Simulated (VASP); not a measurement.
# Be in VASP: notebook, part 2 of 3

VASP 6.6.1. The steps go on from the part before.

## Step 4: Single point, PBE

This run uses another cell than the first one: it holds 8 atoms, not 4.

File INCAR:

```
SYSTEM = Be
ALGO     = Fast           ! electronic algorithm
EDIFF    = 1E-6           ! SCF threshold, eV
ENCUT    = 520            ! plane-wave cutoff, eV
GGA      = PE             ! functional
ISIF     = 2              ! what is computed and relaxed
ISMEAR   = 0              ! smearing method
LASPH    = .TRUE.         ! aspherical terms in the spheres
LCHARG   = .FALSE.        ! write CHGCAR
LREAL    = .FALSE.        ! projectors in reciprocal space
LWAVE    = .FALSE.        ! write WAVECAR
NBANDS   = 18             ! bands
NELM     = 100            ! most SCF steps
PREC     = Accurate       ! precision mode
SIGMA    = 0.1            ! smearing width, eV
```

File KPOINTS:

```
k-points
0
G
  10 6 4
  0 0 0
```

File POSCAR:

```
Be
1.0
    1.0975596849     -1.9010291386      0.0000000000
   -3.2926790548     -1.9010291386      0.0000000000
    0.0000000000      0.0000000000     -8.4742376701
Be
8
Direct
    0.5000000000      0.8333333333      0.8926226884
    1.0000000000      0.3333333333      0.8926226884
    1.0000000000      0.6666666667      0.3926226884
    0.5000000000      0.1666666667      0.3926226884
    0.5000000000      0.8333333333      0.6073773116
    1.0000000000      0.3333333333      0.6073773116
    1.0000000000      0.6666666667      0.1073773116
    0.5000000000      0.1666666667      0.1073773116
```

Run with:

```console
> cat potpaw_PBE.64/Be/POTCAR > POTCAR
> mpirun -np 1 vasp_std > vasp.out
```

Wall time 38 s (1 thread of AMD EPYC 7R13 (Zen 3), shared host); peak memory 0.17 GiB.

It converged, with:

```
Free energy            : -27.7056 eV
Pressure               : 0.3 GPa
Largest force          : 0.029 eV/Å
Band gap on the k mesh : zero (bands 8 and 9 overlap by 2.40 eV)
```

Forces on the atoms (eV/Å):
```
Be   0.009  0.005 -0.027
Be   0.009  0.005 -0.027
Be  -0.009 -0.005 -0.027
Be  -0.009 -0.005 -0.027
Be   0.009  0.005  0.027
Be   0.009  0.005  0.027
Be  -0.009 -0.005  0.027
Be  -0.009 -0.005  0.027
```

Stress tensor (GPa, compression positive):
```
 0.40  0.40  0.00
 0.40 -0.06  0.00
 0.00  0.00  0.61
```

Levels at points of the mesh, in eV from the Fermi level:
```tsv
k point	band 6	band 7	band 8	band 9	band 10	band 11
(0.00, 0.00, 0.00)	-2.69	-2.59	-1.89	-1.31	1.87	2.14
(0.50, 0.00, 0.00)	-2.11	1.10	1.10	2.41	2.41	3.80
(0.00, 0.50, 0.00)	-5.85	-2.23	-2.23	-0.78	-0.78	5.68
(0.50, 0.50, 0.00)	-2.59	-1.31	-1.31	1.87	1.87	2.14
(0.00, 0.00, 0.50)	-3.47	-1.72	-1.72	0.68	0.68	2.15
(0.50, 0.00, 0.50)	-0.76	-0.76	-0.76	3.67	3.67	3.67
(0.00, 0.50, 0.50)	-4.40	-4.40	-4.40	2.18	2.18	2.18
(0.50, 0.50, 0.50)	-1.72	-1.72	-1.72	2.15	2.15	2.15
```

## Step 5: Single point, PBE

This run uses another cell than the first one, of the same volume but with other edges.

File INCAR:

```
SYSTEM = Be
PREC     = Accurate       ! precision mode
ENCUT    = 520            ! plane-wave cutoff, eV
EDIFF    = 1E-6           ! SCF threshold, eV
ISMEAR   = 0              ! smearing method
SIGMA    = 0.1            ! smearing width, eV
LREAL    = .FALSE.        ! projectors in reciprocal space
LASPH    = .TRUE.         ! aspherical terms in the spheres
NELM     = 60             ! most SCF steps
ALGO     = Fast           ! electronic algorithm
ISIF     = 2              ! what is computed and relaxed
LWAVE    = .FALSE.        ! write WAVECAR
LCHARG   = .FALSE.        ! write CHGCAR
GGA      = PE             ! functional
NBANDS   = 12             ! bands
```

File KPOINTS:

```
regular mesh
0
G
  24 24 6
  0 0 0
```

File POSCAR:

```
Be
1.0
    2.1951193698      0.0000000000      0.0000000000
   -1.0975596849      1.9010291386      0.0000000000
    0.0000000000      0.0000000000      8.4742376701
Be
4
Direct
    0.3333333333      0.6666666667      0.1073773116
    0.6666666667      0.3333333333      0.6073773116
    0.3333333333      0.6666666667      0.3926226884
    0.6666666667      0.3333333333      0.8926226884
```

Potentials or basis: VASP PAW PBE potentials, release 64 (Be).

Run with:

```console
> cat potpaw_PBE.64/Be/POTCAR > POTCAR
> mpirun -np 1 vasp_std > vasp.out
```

OUTCAR:

```text
SYSTEM = Be
   PREC = Accurate
   ENCUT = 520
   EDIFF = 1E-6
   ISMEAR = 0
   LREAL = .FALSE.
   LASPH = .TRUE.
   NELM = 60
   ISIF = 2
   GGA = PE

 ion  position               nearest neighbor table
   1  0.333  0.667  0.107-   4 2.22   4 2.22   4 2.22
   2  0.667  0.333  0.607-   3 2.22   3 2.22   3 2.22
   3  0.333  0.667  0.393-   2 2.22   2 2.22   2 2.22
   4  0.667  0.333  0.893-   1 2.22   1 2.22   1 2.22

  LATTYP: Found a hexagonal cell.
 ALAT       =     2.1951193698
 C/A-ratio  =     3.8604905896

  Lattice vectors:

 A1 = (   2.1951193698,   0.0000000000,   0.0000000000)
 A2 = (  -1.0975596849,   1.9010291386,   0.0000000000)
 A3 = (   0.0000000000,   0.0000000000,   8.4742376701)

Analysis of symmetry for initial positions (statically):
=====================================================================
 Subroutine PRICEL returns:
 Original cell was already a primitive cell.

 Routine SETGRP: Setting up the symmetry group for a
 hexagonal supercell.

 Subroutine GETGRP returns: Found 24 space group operations
 (whereof 12 operations were pure point group operations)
[... 188 lines left out ...]
      9      24.2154      0.00000
     10      24.2159      0.00000
     11      24.9165      0.00000
     12      24.9169      0.00000
[... 331 lines left out ...]
 k-point    24 :       0.4583    0.0417    0.0000
  band No.  band energies     occupation
      1       1.6544      2.00000
      2       2.7301      2.00000
      3       3.0178      2.00000
      4       4.4043      2.00000
      5       7.3041      0.00000
      6       7.9035      0.00000
      7       9.8080      0.00000
      8      10.7002      0.00000
      9      12.8194      0.00000
     10      13.9284      0.00000
     11      17.0270      0.00000
     12      17.5194      0.00000

 [... further k-points ...]

------------------------ aborting loop because EDIFF is reached ----------------------------------------

  FORCE on cell =-STRESS in cart. coord.  units (eV):
  Direction    XX          YY          ZZ          XY          YZ          ZX
  --------------------------------------------------------------------------------------
  -------------------------------------------------------------------------------------
  Total        0.0457083      0.0457083      0.0155501      0.0000000     -0.0000000      0.0000000
  in kB        2.0708966      2.0708966      0.7045243      0.0000000     -0.0000000      0.0000000
  external PRESSURE =       1.6154392 kB  Pullay stress =       0.0000000 kB

 VOLUME and BASIS-vectors are now :
 -----------------------------------------------------------------------------
  energy-cutoff  :      520.00
  volume of cell :       35.36
      direct lattice vectors                 reciprocal lattice vectors
     2.195119370  0.000000000  0.000000000     0.455556091  0.263015432  0.000000000
    -1.097559685  1.901029139  0.000000000     0.000000000  0.526030864  0.000000000
     0.000000000  0.000000000  8.474237670     0.000000000  0.000000000  0.118004715

 POSITION                                       TOTAL-FORCE (eV/Angst)
 -----------------------------------------------------------------------------------
     -0.00000      1.26735      0.90994         0.000000     -0.000000      0.006837
      1.09756      0.63368      5.14706        -0.000000     -0.000000      0.006837
     -0.00000      1.26735      3.32718         0.000000      0.000000     -0.006837
      1.09756      0.63368      7.56430        -0.000000      0.000000     -0.006837
 -----------------------------------------------------------------------------------
    total drift:                                0.000000     -0.000000      0.000000

  FREE ENERGIE OF THE ION-ELECTRON SYSTEM (eV)
  ---------------------------------------------------
  free  energy   TOTEN  =       -13.8428199889 eV

  energy  without entropy=      -13.8379530624  energy(sigma->0) =      -13.84038653
```

stdout:

```text
POSCAR found type information on POSCAR Be
 POSCAR found :  1 types and       4 ions
 scaLAPACK will be used
 LDA part: xc-table for (Slater+PW92), standard interpolation
 POSCAR, INCAR and KPOINTS ok, starting setup
 FFT: planning ... GRIDC
 FFT: planning ... GRID_SOFT
 FFT: planning ... GRID
 WAVECAR not read
 entering main loop
```

Run time: 40 s. Hardware: 1 thread of AMD EPYC 7R13 (Zen 3), shared host; peak memory 0.16 GiB.

Results:

* Free energy: -13.8428 eV
* Pressure: 0.2 GPa
* Largest force: 0.007 eV/Å
* Band gap on the k mesh: zero (bands 4 and 5 overlap by 3.28 eV)

Forces in eV/Å, atoms in the order of the input:
```
Be   0.000  0.000  0.007
Be   0.000  0.000  0.007
Be   0.000  0.000 -0.007
Be   0.000  0.000 -0.007
```

Levels at points of the mesh, in eV from the Fermi level:
```
           k point  band 2  band 3  band 4  band 5  band 6  band 7
(0.00, 0.00, 0.00)   -9.23   -7.86   -4.72   -1.88    3.81    7.27
(0.50, 0.00, 0.00)   -2.69   -2.59   -1.31    1.88    2.15    4.36
(0.00, 0.00, 0.50)   -9.90   -6.46   -6.46    0.68    0.68   11.20
(0.50, 0.00, 0.50)   -3.47   -1.72   -1.72    2.16    2.16    4.21
```

## Step 6: Single point, PBE

This run uses another cell than the first one, of 7.90 Å³/atom.

File INCAR:

```
PREC = Accurate
ENCUT = 520
EDIFF = 1E-6
ISMEAR = 0
SIGMA = 0.1
LREAL = F
LASPH = T
NELM = 100
ALGO = Normal
ISIF = 2
LWAVE = F
LCHARG = T
GGA = PE
LELF = T
LVHAR = T
NBANDS = 12
```

File KPOINTS:

```
Automatic mesh
0
Gamma
  24 24 8
```

File POSCAR:

```
Be
1.0
    2.2546135847      0.0000000000      0.0000000000
   -1.1273067924      1.9525526401      0.0000000000
    0.0000000000      0.0000000000      7.1793144535
Be
4
Direct
    0.6666666667      0.3333333333      0.7500000000
    0.3333333333      0.6666666667      0.2500000000
    0.0000000000      0.0000000000      0.0000000000
    0.0000000000      0.0000000000      0.5000000000
```

Potentials or basis: VASP PAW PBE potentials, release 64 (Be).

Run with:

```console
> cat potpaw_PBE.64/Be/POTCAR > POTCAR
> mpirun -np 1 vasp_std > vasp.out
```

OUTCAR:

```text
PREC = Accurate
   ENCUT = 520
   EDIFF = 1E-6
   ISMEAR = 0
   LREAL = F
   LASPH = T
   NELM = 100
   ISIF = 2
   GGA = PE

 ion  position               nearest neighbor table
   1  0.667  0.333  0.750-   3 2.22   4 2.22   3 2.22   4 2.22   3 2.22   4 2.22
   2  0.333  0.667  0.250-   3 2.22   4 2.22   3 2.22   4 2.22   3 2.22   4 2.22
   3  0.000  0.000  0.000-   1 2.22   2 2.22   1 2.22   2 2.22   1 2.22   2 2.22
   4  0.000  0.000  0.500-   1 2.22   2 2.22   1 2.22   2 2.22   1 2.22   2 2.22

[... 563 lines left out ...]
  Direction    XX          YY          ZZ          XY          YZ          ZX
  --------------------------------------------------------------------------------------
  -------------------------------------------------------------------------------------
  Total        0.0268358      0.0268358      0.0300072     -0.0000000      0.0000000     -0.0000000
  in kB        1.3604000      1.3604000      1.5211716     -0.0000000      0.0000000     -0.0000000
  external PRESSURE =       1.4139905 kB  Pullay stress =       0.0000000 kB

 VOLUME and BASIS-vectors are now :
 -----------------------------------------------------------------------------
  energy-cutoff  :      520.00
  volume of cell :       31.61
      direct lattice vectors                 reciprocal lattice vectors
     2.254613585  0.000000000  0.000000000     0.443534984  0.256075042  0.000000000
    -1.127306792  1.952552640  0.000000000     0.000000000  0.512150085  0.000000000
     0.000000000  0.000000000  7.179314453     0.000000000  0.000000000  0.139289065

 POSITION                                       TOTAL-FORCE (eV/Angst)
 -----------------------------------------------------------------------------------
      1.12731      0.65085      5.38449         0.000000     -0.000000      0.000000
     -0.00000      1.30170      1.79483        -0.000000      0.000000     -0.000000
      0.00000      0.00000      0.00000         0.000000      0.000000     -0.000000
      0.00000      0.00000      3.58966         0.000000      0.000000     -0.000000
 -----------------------------------------------------------------------------------
    total drift:                               -0.000000      0.000000     -0.000000

  FREE ENERGIE OF THE ION-ELECTRON SYSTEM (eV)
  ---------------------------------------------------
  free  energy   TOTEN  =       -14.9408048290 eV

  energy  without entropy=      -14.9391598403  energy(sigma->0) =      -14.93998233
```

OSZICAR:

```text
N       E                     dE             d eps       ncg     rms          rms(c)
DAV:   1     0.132464871146E+01    0.13246E+01   -0.35273E+03  7320   0.563E+02
DAV:   2    -0.146105117446E+02   -0.15935E+02   -0.15227E+02  9716   0.102E+02
DAV:   3    -0.150648214937E+02   -0.45431E+00   -0.44917E+00 10836   0.119E+01
DAV:   4    -0.150664180424E+02   -0.15965E-02   -0.15956E-02  8848   0.700E-01
DAV:   5    -0.150664227510E+02   -0.47086E-05   -0.47085E-05 10216   0.370E-02    0.166E+00
DAV:   6    -0.149763938631E+02    0.90029E-01   -0.11635E-02  8372   0.115E+00    0.102E+00
DAV:   7    -0.149408864391E+02    0.35507E-01   -0.12393E-02  8284   0.121E+00    0.387E-02
DAV:   8    -0.149408049886E+02    0.81451E-04   -0.15895E-04  9700   0.752E-02    0.143E-02
DAV:   9    -0.149408035627E+02    0.14259E-05   -0.44339E-06  9620   0.140E-02    0.865E-03
DAV:  10    -0.149408045921E+02   -0.10294E-05   -0.28733E-06 10076   0.124E-02    0.698E-04
DAV:  11    -0.149408048290E+02   -0.23693E-06   -0.89879E-08  5244   0.172E-03
   1 F= -.14940805E+02 E0= -.14939982E+02  d E =-.164499E-02
```

It took 58 s on 1 thread of AMD EPYC 7R13 (Zen 3), shared host; peak memory 0.18 GiB.

What came out:

```
Free energy            : -14.9408 eV
Pressure               : 0.1 GPa
Band gap on the k mesh : zero (bands 4 and 5 overlap by 1.59 eV)
```

[end of part 2 of 3]
